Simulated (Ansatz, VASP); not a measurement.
One calculation of Cl, two programs

```
Cl
1.0
     4.45645    0.00000    0.00000
    -2.22823    3.85940    0.00000
     0.00000    0.00000    9.23655
Cl
4
Direct
  0.33333 0.66667 0.35882
  0.66667 0.33333 0.85882
  0.66667 0.33333 0.64118
  0.33333 0.66667 0.14118
```

Alike in both runs: functional PBE; k mesh 9 × 9 × 4; occupations gaussian, width 0.02 eV; no spin polarisation.

Ansatz relaxed the structure, and its values are those at the end. VASP's run is a single point on that final structure, the one shown.

```csv
,VASP,Ansatz
version,VASP 6.6.1,Ansatz 0.2.0
potentials or method,"VASP PAW PBE potentials, release 64 (Cl), cutoff 520 eV","scalar-relativistic, plane waves, PAW"
valence electrons in the cell,28,28
```

```csv
,VASP,Ansatz,Ansatz less VASP
gap on the k mesh at the Fermi level (eV),2.10,2.05,-0.047
least direct gap on the mesh (eV),2.12,2.07,-0.047
pressure (GPa),-0.3,0.0,+0.29
rms of the force components (eV/Å),0.107,0.000,-0.1064
```
